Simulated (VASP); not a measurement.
# Al (P6/mmm) in VASP: settings compared, part 2 of 2

VASP 6.6.1. The steps go on from the part before.

### 3 Single point, r2SCAN50

POSCAR

```
Al
1.0
    4.5467300000      0.0000000000      0.0000000000
   -2.2733700000      3.9375800000      0.0000000000
    0.0000000000      0.0000000000      2.7539300000
Al
2
Direct
    0.3333300000      0.6666700000      0.5000000000
    0.6666700000      0.3333300000      0.5000000000
```

INCAR.step1

```
SYSTEM = Al
PREC     = Accurate       ! precision mode
ENCUT    = 520            ! plane-wave cutoff, eV
EDIFF    = 1E-5           ! SCF threshold, eV
ISMEAR   = -1             ! smearing method
SIGMA    = 0.05           ! smearing width, eV
LREAL    = .FALSE.        ! projectors in reciprocal space
LASPH    = .TRUE.         ! aspherical terms in the spheres
NELM     = 100            ! most SCF steps
ALGO     = Normal         ! electronic algorithm
ISIF     = 2              ! what is computed and relaxed
LWAVE    = .TRUE.         ! write WAVECAR
LCHARG   = .FALSE.        ! write CHGCAR
NBANDS   = 10             ! bands
GGA      = PE             ! functional
```

INCAR.step2

```
SYSTEM = Al
PREC     = Accurate       ! precision mode
ENCUT    = 520            ! plane-wave cutoff, eV
EDIFF    = 1E-6           ! SCF threshold, eV
ISMEAR   = -1             ! smearing method
SIGMA    = 0.05           ! smearing width, eV
LREAL    = .FALSE.        ! projectors in reciprocal space
LASPH    = .TRUE.         ! aspherical terms in the spheres
NELM     = 100            ! most SCF steps
ALGO     = Normal         ! electronic algorithm
ISIF     = 2              ! what is computed and relaxed
LWAVE    = .FALSE.        ! write WAVECAR
LCHARG   = .FALSE.        ! write CHGCAR
METAGGA  = R2SCAN         ! meta-GGA
LHFCALC  = .TRUE.         ! exact exchange
AEXX     = 0.5            ! exact-exchange fraction
LMIXTAU  = .TRUE.       
PRECFOCK = Normal       
NBANDS   = 10             ! bands
ISTART   = 1
```

KPOINTS

```
Automatic mesh
0
G
  4 4 5
  0 0 0
```

Potentials or basis: VASP PAW PBE potentials, release 64 (Al).

Started as:

```sh
> cat potpaw_PBE.64/Al/POTCAR > POTCAR
> cp INCAR.step1 INCAR
> mpirun -np 1 vasp_std > vasp.out
> cp INCAR.step2 INCAR
> mpirun -np 1 vasp_std > vasp.out
```

OUTCAR:

```text
SYSTEM = Al
   PREC = Accurate
   ENCUT = 520
   EDIFF = 1E-6
   ISMEAR = -1
   LREAL = .FALSE.
   LASPH = .TRUE.
   NELM = 100
   ISIF = 2
   METAGGA = R2SCAN
   LHFCALC = .TRUE.
   AEXX = 0.5
   PRECFOCK = Normal
   ISTART = 1

 ion  position               nearest neighbor table
   1  0.333  0.667  0.500-   2 2.63   2 2.63   2 2.63
   2  0.667  0.333  0.500-   1 2.63   1 2.63   1 2.63

  LATTYP: Found a hexagonal cell.
 ALAT       =     4.5467300000
 C/A-ratio  =     0.6056946421

[... 463 lines left out ...]

------------------------ aborting loop because EDIFF is reached ----------------------------------------

  FORCE on cell =-STRESS in cart. coord.  units (eV):
  Direction    XX          YY          ZZ          XY          YZ          ZX
  --------------------------------------------------------------------------------------
  -------------------------------------------------------------------------------------
  Total       -0.4947021     -0.5043686      0.3461819     -0.0083716      0.0000000      0.0000000
  in kB      -16.0758109    -16.3899338     11.2495069     -0.2720433      0.0000000      0.0000000
  external PRESSURE =      -7.0720793 kB  Pullay stress =       0.0000000 kB

 VOLUME and BASIS-vectors are now :
 -----------------------------------------------------------------------------
  energy-cutoff  :      520.00
  volume of cell :       49.30
      direct lattice vectors                 reciprocal lattice vectors
     4.546730000  0.000000000  0.000000000     0.219938285  0.126981826  0.000000000
    -2.273370000  3.937580000  0.000000000     0.000000000  0.253963094  0.000000000
     0.000000000  0.000000000  2.753930000     0.000000000  0.000000000  0.363117436

 POSITION                                       TOTAL-FORCE (eV/Angst)
 -----------------------------------------------------------------------------------
     -0.00003      2.62507      1.37696        -0.016049      0.009266      0.000000
      2.27339      1.31251      1.37696         0.016049     -0.009266     -0.000000
 -----------------------------------------------------------------------------------
    total drift:                               -0.000000     -0.000000     -0.000000

  FREE ENERGIE OF THE ION-ELECTRON SYSTEM (eV)
  ---------------------------------------------------
  free  energy   TOTEN  =       -12.2211735822 eV

  energy  without entropy=      -12.2172284452  energy(sigma->0) =      -12.21920101
```

OSZICAR.step1:

```text
N       E                     dE             d eps       ncg     rms          rms(c)
DAV:   1     0.193172162574E+01    0.19317E+01   -0.23763E+03   420   0.467E+02
DAV:   2    -0.627565688073E+01   -0.82074E+01   -0.80630E+01   576   0.530E+01
DAV:   3    -0.644675706488E+01   -0.17110E+00   -0.16763E+00   510   0.662E+00
DAV:   4    -0.644890546153E+01   -0.21484E-02   -0.21478E-02   568   0.865E-01
DAV:   5    -0.644894368934E+01   -0.38228E-04   -0.38227E-04   528   0.104E-01    0.173E+00
DAV:   6    -0.642971713326E+01    0.19227E-01   -0.88759E-03   474   0.336E-01    0.107E+00
DAV:   7    -0.641878771498E+01    0.10929E-01   -0.21436E-02   462   0.580E-01    0.111E-01
DAV:   8    -0.641967070639E+01   -0.88299E-03   -0.12963E-03   470   0.163E-01    0.563E-02
DAV:   9    -0.641987924655E+01   -0.20854E-03   -0.32975E-04   462   0.781E-02    0.836E-03
DAV:  10    -0.641987773958E+01    0.15070E-05   -0.47366E-06   500   0.114E-02
   1 F= -.64198777E+01 E0= -.64133569E+01  d E =-.130416E-01
```

Run time: 16 min. Hardware: 1 thread of Intel Xeon 8259CL, shared host; peak memory 0.18 GiB.

Results:

```
Free energy            : -12.2212 eV
Pressure               : -0.7 GPa
Largest force          : 0.019 eV/Å
Band gap on the k mesh : zero (bands 3 and 4 overlap by 3.76 eV)
```

Forces in eV/Å, atoms in the order of the input:
```
Al  -0.016  0.009  0.000
Al   0.016 -0.009  0.000
```

Levels at points of the mesh, in eV from the Fermi level:
| k point | band 1 | band 2 | band 3 | band 4 | band 5 | band 6 | band 7 |
| --- | --- | --- | --- | --- | --- | --- | --- |
| (0.00, 0.00, 0.00) | -12.68 | -2.35 | -2.35 | -1.19 | 3.36 | 3.36 | 6.88 |
| (0.50, 0.00, 0.00) | -10.65 | -8.85 | -3.72 | 0.85 | 9.12 | 9.42 | 9.50 |
| (0.50, 0.50, 0.00) | -10.65 | -8.85 | -3.72 | 0.85 | 9.12 | 9.42 | 9.50 |

Caveat: the k points lie up to 0.46 Å⁻¹ apart, too coarse for converged energies and pressures of a metal; the PAW data sets were made with another functional, which shifts forces and pressure a little.

### 4 Relaxation of cell and atoms, r2SCAN+rVV10

POSCAR is that of step 3.

INCAR.step1

```
PREC = Accurate
ENCUT = 600
ISMEAR = -1
SIGMA = 0.05
LREAL = False
LASPH = True
NELM = 60
GGA = PE
ALGO = Normal
EDIFF = 1E-4
LWAVE = True
LCHARG = False
```

INCAR.step2

```
PREC = Accurate
ENCUT = 600
EDIFF = 1E-6
ISMEAR = -1
SIGMA = 0.05
LREAL = False
LASPH = True
NELM = 60
ALGO = Normal
ISIF = 3
LWAVE = False
LCHARG = False
METAGGA = R2SCAN
LMIXTAU = True
LUSE_VDW = True
IVDW_NL = 2
BPARAM = 11.95
CPARAM = 0.0093
IBRION = 2
NSW = 60
EDIFFG = -0.01
ISTART = 1
```

KPOINTS

```
regular mesh
0
Gamma
  7 7 10
```

Started as:

```sh
> cat potpaw_PBE.64/Al/POTCAR > POTCAR
> cp INCAR.step1 INCAR
> mpirun -np 1 vasp_std > vasp.out
> cp INCAR.step2 INCAR
> mpirun -np 1 vasp_std > vasp.out
```

Wall time 10 min (1 thread of Intel Xeon 8259CL, shared host); peak memory 0.33 GiB.

It converged, with:

```yaml
Free_energy: -12.2136 eV
Relaxed_volume: 23.99 Å³/atom
Relaxed_cell: a = 4.512 Å, b = 4.512 Å, c = 2.721 Å, α = 90.00°, β = 90.00°, γ = 120.00°
Space_group_after_relaxing_to_0.1_Å: P6/mmm (No. 191)
Energy_gained_by_relaxing: 3.0 meV/atom
Ionic_steps: 6
Pressure_after_relaxing: 0.0 GPa
Band_gap_on_the_k_mesh: zero (bands 3 and 4 overlap by 3.74 eV)
```

The path:
| step | energy change (eV) | largest force (eV/Å) | pressure (GPa) | volume (Å³) |
| --- | --- | --- | --- | --- |
| 1 | 0.0000 | 0.0003 | -1.30 | 49.30 |
| 2 | -0.0060 | 0.0000 | 0.08 | 47.89 |
| 3 | -0.0061 | 0.0000 | -0.02 | 47.98 |
| 4 | -0.0061 | 0.0000 | -0.05 | 48.01 |
| 5 | -0.0061 | 0.0000 | -0.02 | 47.98 |
| 6 | -0.0061 | 0.0000 | -0.02 | 47.98 |

Final structure:
```xyz
2
Lattice="4.5123 0.0000 0.0000 -2.2562 3.9078 0.0000 0.0000 0.0000 2.7212" Properties=species:S:1:pos:R:3 pbc="T T T"
Al    0.0000    2.6052    1.3606
Al    2.2562    1.3026    1.3606
```

Levels at points of the mesh, in eV from the Fermi level:
```csv
k point,band 1,band 2,band 3,band 4,band 5,band 6
"(0.00, 0.00, 0.00)",-9.43,-1.01,-1.01,-0.30,2.32,2.32
"(0.00, 0.00, 0.50)",-4.58,-3.90,2.61,2.61,2.96,5.62
```

Caveat: the PAW data sets were made with another functional, which shifts forces and pressure a little.

### 5 Relaxation of cell and atoms, HSE06

POSCAR is that of step 4.

INCAR.step1

```
SYSTEM = Al
PREC     = Accurate       ! precision mode
ENCUT    = 600            ! plane-wave cutoff, eV
EDIFF    = 1E-5           ! SCF threshold, eV
ISMEAR   = -1             ! smearing method
SIGMA    = 0.05           ! smearing width, eV
LREAL    = .FALSE.        ! projectors in reciprocal space
LASPH    = .TRUE.         ! aspherical terms in the spheres
NELM     = 80             ! most SCF steps
ALGO     = Normal         ! electronic algorithm
LWAVE    = .TRUE.         ! write WAVECAR
LCHARG   = .FALSE.        ! write CHGCAR
GGA      = PE             ! functional
NBANDS   = 10             ! bands
```

INCAR.step2

```
SYSTEM = Al
PREC     = Accurate       ! precision mode
ENCUT    = 600            ! plane-wave cutoff, eV
EDIFF    = 1E-7           ! SCF threshold, eV
ISMEAR   = -1             ! smearing method
SIGMA    = 0.05           ! smearing width, eV
LREAL    = .FALSE.        ! projectors in reciprocal space
LASPH    = .TRUE.         ! aspherical terms in the spheres
NELM     = 80             ! most SCF steps
ALGO     = Normal         ! electronic algorithm
ISIF     = 3              ! what is computed and relaxed
LWAVE    = .FALSE.        ! write WAVECAR
LCHARG   = .FALSE.        ! write CHGCAR
GGA      = PE             ! functional
LHFCALC  = .TRUE.         ! exact exchange
HFSCREEN = 0.2079         ! screening, 1/A
PRECFOCK = Normal       
IBRION   = 2              ! ionic algorithm
NSW      = 60             ! ionic steps
EDIFFG   = -0.01          ! ionic threshold
ISTART   = 1
```

KPOINTS

```
Automatic mesh
0
G
  4 4 5
  0 0 0
```

Started as:

```sh
> cat potpaw_PBE.64/Al/POTCAR > POTCAR
> cp INCAR.step1 INCAR
> mpirun -np 1 vasp_std > vasp.out
> cp INCAR.step2 INCAR
> mpirun -np 1 vasp_std > vasp.out
```

Run time: 55 min. Hardware: 1 thread of Intel Xeon 8259CL, shared host; peak memory 0.28 GiB.

Results (log left out):

```yaml
Free_energy: -7.0994 eV
Relaxed_volume: 24.67 Å³/atom
Relaxed_cell: a = 4.480 Å, b = 4.480 Å, c = 2.839 Å, α = 90.00°, β = 90.00°, γ = 120.00°
Space_group_after_relaxing_to_0.1_Å: P6/mmm (No. 191)
Energy_gained_by_relaxing: 12.5 meV/atom
Ionic_steps: 8
Pressure_after_relaxing: 0.0 GPa
Band_gap_on_the_k_mesh: zero (bands 3 and 4 overlap by 2.23 eV)
```

The path:
```
step  energy change (eV)  largest force (eV/Å)  pressure (GPa)  volume (Å³)
   1              0.0000                0.0002            0.23        49.30
   2             -0.0173                0.0001           -0.34        49.55
   3              0.0145                0.0006            0.12        50.16
   4             -0.0243                0.0001           -0.34        49.77
   5             -0.0245                0.0000           -0.36        49.74
   6             -0.0248                0.0001            0.10        49.29
   7             -0.0249                0.0000           -0.04        49.43
   8             -0.0250                0.0001            0.01        49.35
```

Final structure:
```
CELL_PARAMETERS angstrom
4.47971 0.00002 0.00000
-2.23984 3.87955 0.00000
0.00000 0.00000 2.83936
ATOMIC_POSITIONS crystal
Al 0.33333 0.66667 0.50000
Al 0.66667 0.33333 0.50000
```

Levels at points of the mesh, in eV from the Fermi level:
```
           k point  band 1  band 2  band 3  band 4  band 5  band 6  band 7
(0.00, 0.00, 0.00)   -9.67   -0.48   -0.48    0.57    3.19    3.19    6.52
(0.50, 0.00, 0.00)   -7.78   -6.21   -1.76    0.93    8.48    8.84    9.09
(0.50, 0.50, 0.00)   -7.78   -6.21   -1.76    0.93    8.48    8.84    9.09
```

Caveat: the k points lie up to 0.44 Å⁻¹ apart in the final cell, too coarse for converged energies and pressures of a metal; the PAW data sets were made with another functional, which shifts forces and pressure a little.

### 6 The runs side by side

| task | level | cell | k mesh | cutoff (eV) | grid for exact exchange (PRECFOCK) | share of exact exchange | screening parameter | gap on the mesh (eV) | pressure (GPa) | relaxed volume (Å³/atom) |
| --- | --- | --- | --- | --- | --- | --- | --- | --- | --- | --- |
| single point | r2SCANh | as given | 4 × 4 × 5 | 520 | Normal | 0.1 | - | none | -0.3 | - |
| single point | r2SCAN50 | as given | 4 × 4 × 5 | 520 | Normal | 0.5 | - | none | -0.7 | - |
| relaxation of cell and atoms | r2SCAN+rVV10 | relaxed | 7 × 7 × 10 | 600 | - | - | - | none | 0.0 | 23.99 |
| relaxation of cell and atoms | HSE06 | relaxed | 4 × 4 × 5 | 600 | Normal | 0.25 | 0.2079 1/Å | none | 0.0 | 24.67 |

Alike in all rows: potentials or basis VASP PAW PBE potentials, release 64 (Al); no spin polarisation; smearing fermi-dirac 0.05 eV.

Caveats: some runs use coarse meshes; the PAW data sets were made with another functional, which shifts forces and pressure a little.

Total energies depend on the potentials used, so only differences within one code and one set of settings carry meaning.
